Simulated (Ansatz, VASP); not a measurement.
**Li3TlF2: VASP beside Ansatz**

```
CELL_PARAMETERS angstrom
3.17510 1.83315 3.09984
-3.17510 1.83315 3.09984
0.00000 -3.66629 3.09984
ATOMIC_POSITIONS crystal
Li 0.50000 0.50000 0.00000
Li 0.50000 0.00000 0.50000
Li 0.00000 0.50000 0.50000
Tl 0.00000 0.00000 0.00000
F 0.66117 0.66117 0.66117
F 0.33883 0.33883 0.33883
```

Alike in both runs: functional PBE; k mesh 4 × 4 × 4; occupations gaussian, width 0.1 eV; no spin polarisation.

Ansatz relaxed the structure, and its values are those at the end. VASP's run is a single point on that final structure, the one shown.

```csv
,VASP,Ansatz
version,VASP 6.6.1,Ansatz 0.2.0
potentials or method,"VASP PAW PBE potentials, release 64 (Li_sv, Tl_d, F), cutoff 750 eV","scalar-relativistic, plane waves, PAW"
valence electrons in the cell,36,36
```

VASP gave:

| Property | Result |
| --- | --- |
| gap on the k mesh at the Fermi level (eV) | none |
| pressure (GPa) | -0.1 |

Estimate Ansatz's values.

gap on the k mesh at the Fermi level (eV): none; pressure (GPa): 0.1.

A gap of «none» marks a metal or a gap that the smearing closes.

Spin-orbit coupling is off throughout.
